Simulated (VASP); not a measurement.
# Zr (P6_3/mmc) in VASP: settings compared

Zr is run at these levels: PBE, r2SCAN; tasks: single point.

Program: VASP 6.6.1. These are calculated values, not measurements. Logs are shortened: lines on timing, memory, paths and dates and some standing lists are left out, and cuts for length are marked.

**1. The cell of the first run**

Symmetry: P6_3/mmc, No. 194, hexagonal system. The conventional cell has a = 3.232 Å, b = 3.232 Å, c = 5.147 Å, α = 90.00°, β = 90.00°, γ = 120.00°. Zr (site symmetry -6m2) has 12 Zr at 3.18 to 3.23 Å within 4.2 Å.

**2. Single point, PBE**

INCAR

```
  PREC = Accurate
  ENCUT = 520
  EDIFF = 1E-6
  ISMEAR = 0
  SIGMA = 0.017
  LREAL = F
  LASPH = T
  NELM = 80
  ALGO = Normal
  ISIF = 2
  LWAVE = F
  LCHARG = F
  GGA = PE
  NBANDS = 19
```

KPOINTS

```
Automatic mesh
0
Gamma
  9 9 5
```

POSCAR

```
Zr
1.0
    3.2320000000      0.0000000000      0.0000000000
   -1.6160000000      2.7989941050      0.0000000000
    0.0000000000      0.0000000000      5.1470000000
Zr
2
Direct
    0.6666666667      0.3333333333      0.7500000000
    0.3333333333      0.6666666667      0.2500000000
```

Potentials or basis: VASP PAW PBE potentials, release 64 (Zr_sv).

Run with:

```console
> cat potpaw_PBE.64/Zr_sv/POTCAR > POTCAR
> mpirun -np 1 vasp_std > vasp.out
```

OUTCAR:

```text
PREC = Accurate
   ENCUT = 520
   EDIFF = 1E-6
   ISMEAR = 0
   LREAL = F
   LASPH = T
   NELM = 80
   ISIF = 2
   GGA = PE

 ion  position               nearest neighbor table
   1  0.667  0.333  0.750-   2 3.18   2 3.18   2 3.18   2 3.18   2 3.18   2 3.18
   2  0.333  0.667  0.250-   1 3.18   1 3.18   1 3.18   1 3.18   1 3.18   1 3.18

  LATTYP: Found a hexagonal cell.
 ALAT       =     3.2320000000
 C/A-ratio  =     1.5925123762

  Lattice vectors:

 A1 = (   3.2320000000,   0.0000000000,   0.0000000000)
 A2 = (  -1.6160000000,   2.7989941050,   0.0000000000)
 A3 = (   0.0000000000,   0.0000000000,   5.1470000000)

Analysis of symmetry for initial positions (statically):
=====================================================================
 Subroutine PRICEL returns:
 Original cell was already a primitive cell.

 Routine SETGRP: Setting up the symmetry group for a
 hexagonal supercell.

 Subroutine GETGRP returns: Found 24 space group operations
 (whereof 12 operations were pure point group operations)
 out of a pool of 24 trial point group operations.

The static configuration has the point symmetry D_3d.
 The point group associated with its full space group is D_6h.

Analysis of symmetry for dynamics (positions and initial velocities):
=====================================================================
 Subroutine PRICEL returns:
 Original cell was already a primitive cell.

 Routine SETGRP: Setting up the symmetry group for a
 hexagonal supercell.

 Subroutine GETGRP returns: Found 24 space group operations
 (whereof 12 operations were pure point group operations)
 out of a pool of 24 trial point group operations.

The dynamic configuration has the point symmetry D_3d.
 The point group associated with its full space group is D_6h.

 Subroutine INISYM returns: Found 24 space group operations
 (whereof 12 operations are pure point group operations),
 and found     1 'primitive' translations

----------------------------------------------------------------------------------------

                                     Primitive cell

  volume of cell :      46.5616

  direct lattice vectors                    reciprocal lattice vectors
     3.232000000  0.000000000  0.000000000     0.309405941  0.178635603  0.000000000
    -1.616000000  2.798994105  0.000000000     0.000000000  0.357271206  0.000000000
     0.000000000  0.000000000  5.147000000     0.000000000  0.000000000  0.194287935

  length of vectors
     3.232000000  3.232000000  5.147000000     0.357271206  0.357271206  0.194287935

  position of ions in fractional coordinates (direct lattice)
     0.666666667  0.333333333  0.750000000
     0.333333333  0.666666667  0.250000000

  ion indices of the primitive-cell ions
   primitive index   ion index
                 1           1
                 2           2

----------------------------------------------------------------------------------------

 KPOINTS: Automatic mesh

Automatic generation of k-mesh.
 Grid dimensions read from file:
 generate k-points for:    9    9    5

 Generating k-lattice:

  Cartesian coordinates                     Fractional coordinates (reciprocal lattice)
     0.034378438  0.019848400  0.000000000     0.111111111  0.000000000  0.000000000
     0.000000000  0.039696801  0.000000000     0.000000000  0.111111111  0.000000000
     0.000000000  0.000000000  0.038857587     0.000000000  0.000000000  0.200000000

  Length of vectors
     0.039696801  0.039696801  0.038857587

  Shift w.r.t. Gamma in fractional coordinates (k-lattice)
     0.000000000  0.000000000  0.000000000

 Subroutine IBZKPT returns following result:
 ===========================================

 Found     36 irreducible k-points:

 Following reciprocal coordinates:
            Coordinates               Weight
  0.000000  0.000000  0.000000      1.000000
  0.111111  0.000000  0.000000      6.000000
  0.222222  0.000000  0.000000      6.000000
  0.333333  0.000000  0.000000      6.000000
  0.444444  0.000000  0.000000      6.000000
  0.111111  0.111111  0.000000      6.000000
[... 16 lines left out ...]
  0.333333  0.222222  0.200000     24.000000
  0.333333  0.333333  0.200000      4.000000
 [... further k-points ...]
   k-points           NKPTS =     36   k-points in BZ     NKDIM =     36   number of bands    NBANDS=     19
   number of dos      NEDOS =    301   number of ions     NIONS =      2
   total plane-waves  NPLWV =  23040
   dimension x,y,z NGX =    24 NGY =   24 NGZ =   40
   dimension x,y,z NGXF=    48 NGYF=   48 NGZF=   80
   ions per type =               2
   NGX,Y,Z   is equivalent  to a cutoff of  12.34, 12.34, 12.92 a.u.
   NGXF,Y,Z  is equivalent  to a cutoff of  24.69, 24.69, 25.84 a.u.
 SYSTEM =  unknown system
   PREC   = accura    normal or accurate (medium, high low for compatibility)
   ISTART =      0    job   : 0-new  1-cont  2-samecut
   ICHARG =      2    charge: 1-file 2-atom 10-const
   ISPIN  =      1    spin polarized calculation?
   LNONCOLLINEAR =      F non collinear calculations
   LSORBIT =      F    spin-orbit coupling
   LASPH  =      T    aspherical Exc in radial PAW
   ENCUT  =  520.0 eV  38.22 Ry    6.18 a.u.   6.01  6.01  9.57*2*pi/ulx,y,z
   NELM   =     80;   NELMIN=  2; NELMDL= -5     # of ELM steps
   EDIFF  = 0.1E-05   stopping-criterion for ELM
   LREAL  =      F    real-space projection
   EDIFFG = 0.1E-04   stopping-criterion for IOM
   NSW    =      0    number of steps for IOM
   IBRION =     -1    ionic relax: 0-MD 1-quasi-New 2-CG
   NFREE  =      0    steps in history (QN), initial steepest desc. (CG)
   ISIF   =      2    stress and relaxation
   ISYM   =      2    0-nonsym 1-usesym 2-fastsym
   POTIM  = 0.5000    time-step for ionic-motion
   TEBEG  =    0.0;   TEEND  =   0.0 temperature during run
   PSTRESS=    0.0 pullay stress
   NELECT =      24.0000    total number of electrons
   NUPDOWN=      -1.0000    fix difference up-down
   EMIN   =  10.00;   EMAX   =-10.00  energy-range for DOS
   EFERMI =   0.00;   METHOD = LEGACY
   ISMEAR =     0;   SIGMA  =   0.02  broadening in eV -4-tet -1-fermi 0-gaus
   EFERMI_NEDOS =   21; number of points for ismear=-14 and -15
   IALGO  =     38    algorithm
   IMIX   =      4    mixing-type and parameters
     AMIX     =   0.40;   BMIX     =  1.00
     AMIX_MAG =   1.60;   BMIX_MAG =  1.00
  volume/ion in A,a.u.               =      23.28       157.11
  Fermi-wavevector in a.u.,A,eV,Ry     =   1.312611  2.480475 23.442130  1.722948
  Thomas-Fermi vector in A             =   2.442991
   LORBIT       =      0    0 simple, 1 ext, 2 COOP (PROOUT), +10 PAW based schemes
   GGA     = PE    functional components
   LHFCALC =     F    Hartree Fock is set to
   AEXX    =    0.0000 exact exchange contribution
   IVDW    =     0    specifies the selected vdW correction
   LEPSILON=     F    determine dielectric tensor
   LRPA    =     F    only Hartree local field effects (RPA)
 non-spin polarized calculation
 Gauss-broadening in eV      SIGMA  =   0.02
  energy-cutoff  :      520.00
  volume of cell :       46.56
 maximum number of plane-waves:      1284
   NGX = 13   NGY = 13   NGZ = 19

 number of electron      24.0000000 magnetization

 Free energy of the ion-electron system (eV)
  ---------------------------------------------------
  ext. energy  EPLUGINS =         0.00000000
  ---------------------------------------------------
  free energy    TOTEN  =       -17.04427185 eV

  energy without entropy =      -17.04368318  energy(sigma->0) =      -17.04397751

 E-fermi :   9.0331     XC(G=0): -11.0828

 val. band max:        9.0301735012   @ k =   0.1111   0.0000   0.4000
 cond. band min:       9.0358391100   @ k =   0.2222   0.2222   0.4000
 fundamental gap:      0.0056656088
 Fermi energy:         9.0330545056

 k-point     1 :       0.0000    0.0000    0.0000
  band No.  band energies     occupation
      1     -39.8511      2.00000
      2     -39.6967      2.00000
      3     -18.3739      2.00000
      4     -17.5038      2.00000
      5     -17.5038      2.00000
      6     -17.3679      2.00000
[... 11 lines left out ...]
     18      11.1267      0.00000
     19      13.4217      0.00000

 k-point     2 :       0.1111    0.0000    0.0000
  band No.  band energies     occupation
      1     -39.8373      2.00000
      2     -39.6911      2.00000
      3     -18.3366      2.00000
      4     -17.5853      2.00000
      5     -17.5304      2.00000
      6     -17.4466      2.00000
[... 11 lines left out ...]
     18      10.8458      0.00000
     19      13.6256      0.00000

 k-point     3 :       0.2222    0.0000    0.0000
  band No.  band energies     occupation
      1     -39.8010      2.00000
      2     -39.6780      2.00000
      3     -18.2336      2.00000
      4     -17.7916      2.00000
      5     -17.6507      2.00000
      6     -17.5943      2.00000
[... 11 lines left out ...]
     18      11.6880      0.00000
     19      13.9628      0.00000

 k-point     4 :       0.3333    0.0000    0.0000
  band No.  band energies     occupation
      1     -39.7558      2.00000
      2     -39.6667      2.00000
      3     -18.0919      2.00000
      4     -18.0248      2.00000
      5     -17.8692      2.00000
      6     -17.6629      2.00000
[... 11 lines left out ...]
     18      12.8888      0.00000
     19      14.1858      0.00000

 k-point     5 :       0.4444    0.0000    0.0000
  band No.  band energies     occupation
      1     -39.7210      2.00000
      2     -39.6644      2.00000
      3     -18.1753      2.00000
      4     -18.0055      2.00000
      5     -17.9649      2.00000
      6     -17.7059      2.00000
[... 11 lines left out ...]
     18      14.2269      0.00000
     19      14.2783      0.00000
[... 334 lines left out ...]
      2     -39.6698      2.00000
      3     -18.2275      2.00000
      4     -18.0818      2.00000
      5     -17.8440      2.00000
      6     -17.7089      2.00000
[... 11 lines left out ...]
     18      14.0892      0.00000
     19      14.9027      0.00000

 k-point    22 :       0.2222    0.2222    0.2000
  band No.  band energies     occupation
      1     -39.7269      2.00000
      2     -39.6708      2.00000
      3     -18.1172      2.00000
      4     -18.0300      2.00000
      5     -17.8122      2.00000
      6     -17.7592      2.00000
[... 11 lines left out ...]
     18      13.6383      0.00000
     19      14.5423      0.00000

 k-point    23 :       0.3333    0.2222    0.2000
  band No.  band energies     occupation
      1     -39.6987      2.00000
      2     -39.6704      2.00000
      3     -18.1385      2.00000
      4     -18.0501      2.00000
      5     -17.8939      2.00000
      6     -17.7424      2.00000
[... 11 lines left out ...]
     18      14.0440      0.00000
     19      15.4552      0.00000

 k-point    24 :       0.3333    0.3333    0.2000
  band No.  band energies     occupation
      1     -39.6796      2.00000
      2     -39.6796      2.00000
      3     -18.0348      2.00000
      4     -18.0273      2.00000
      5     -18.0273      2.00000
      6     -17.7748      2.00000
[... 11 lines left out ...]
     18      13.3869      0.00000
     19      15.7063      0.00000

 [... further k-points ...]
[... 5 lines left out ...]
  --------------------------------------------------------------------------------------
  -------------------------------------------------------------------------------------
  Total        0.0722384      0.0722384      0.3927866      0.0000000     -0.0000000      0.0000000
  in kB        2.4857136      2.4857136     13.5157356      0.0000000     -0.0000000      0.0000000
  external PRESSURE =       6.1623876 kB  Pullay stress =       0.0000000 kB

 VOLUME and BASIS-vectors are now :
 -----------------------------------------------------------------------------
  energy-cutoff  :      520.00
  volume of cell :       46.56
      direct lattice vectors                 reciprocal lattice vectors
     3.232000000  0.000000000  0.000000000     0.309405941  0.178635603  0.000000000
    -1.616000000  2.798994105  0.000000000     0.000000000  0.357271206  0.000000000
     0.000000000  0.000000000  5.147000000     0.000000000  0.000000000  0.194287935

 POSITION                                       TOTAL-FORCE (eV/Angst)
 -----------------------------------------------------------------------------------
      1.61600      0.93300      3.86025        -0.000000      0.000000      0.000000
     -0.00000      1.86600      1.28675         0.000000     -0.000000      0.000000
 -----------------------------------------------------------------------------------
    total drift:                               -0.000000      0.000000     -0.000000

  FREE ENERGIE OF THE ION-ELECTRON SYSTEM (eV)
  ---------------------------------------------------
  free  energy   TOTEN  =       -17.0442718488 eV

  energy  without entropy=      -17.0436831751  energy(sigma->0) =      -17.04397751
```

It took 8.4 s on 1 thread of Intel Xeon 6975P-C (Granite Rapids), shared host; peak memory 0.16 GiB.

Results:

* Free energy: -17.0443 eV
* Pressure: 0.6 GPa
* Band gap on the k mesh: zero (band 12 reaches 9.85 eV, above the bottom of band 13 at 8.74 eV)

Stress tensor (GPa, compression positive):
```
0.25 0.00 0.00
0.00 0.25 0.00
0.00 0.00 1.35
```

(Part 1 of 2 ends here.)
